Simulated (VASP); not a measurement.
A run of VASP 6.6.1:

Contents of INCAR:

```
SYSTEM = BaLi7F9
PREC = Accurate ; ENCUT = 520
EDIFF = 1E-7 ; ISMEAR = -1
SIGMA = 0.0655 ; LREAL = Auto
LASPH = .True. ; NELM = 60
ALGO = Normal ; ISIF = 2
LWAVE = .False. ; LCHARG = .False.
GGA = PE ; ISYM = 0
NBANDS = 61
```

File KPOINTS:

```
regular mesh
0
Gamma
  1 1 1
  0 0 0
```

POSCAR

```
BaLi7F9
1.0
    5.6029570000      0.0278370000     -0.0374620000
    0.0278370000      5.7534950000     -0.0718080000
   -0.0374620000     -0.0718080000      5.5402340000
Ba F Li
1 9 7
Direct
    0.7655472464      0.9759056356      0.7610535517
    0.6099985242      0.7251489281      0.4755077600
    0.9247864111      0.4079181175      0.5594659238
    0.2506466201      0.5099022932      0.2240773201
    0.8040142376      0.5586761890     -0.0079795544
    0.2714496376      0.7680041634      0.7739730649
    0.5534170283      0.0818372894      0.2252660593
    0.4447825708      0.2449698959      0.8193861925
    0.0416012941      0.1924289679      0.0294139935
    1.0427629110      0.9051897701      0.3792781769
    0.1223402467      0.2279292769      0.3611929128
    0.8912548544      0.6075029741      0.3065422440
    0.6359865333      0.4650248060      0.6868852162
    0.5792548039      0.3833817794      0.1341614672
    0.1498255352      0.4594260921      0.8753957383
    0.2622712571     -0.0233612747      0.0178652525
    0.3097601674      0.7370856957      0.4055350162
```

Potentials or basis: VASP PAW PBE potentials, release 64 (Ba_sv, F, Li_sv).

Launch:

```bash
$ cat potpaw_PBE.64/Ba_sv/POTCAR potpaw_PBE.64/F/POTCAR potpaw_PBE.64/Li_sv/POTCAR > POTCAR
$ mpirun -np 1 vasp_gam > vasp.out
```

Hardware: 1 thread of Intel(R) Xeon(R) 6975P-C (Granite Rapids) (shared host).

Problem. Estimate the wall time of this run.

Solution. Run time: 15 s on 1 thread of Intel(R) Xeon(R) 6975P-C (Granite Rapids), on a shared host, peak memory 0.26 GiB. Counts: scf iterations 18, k points 1.
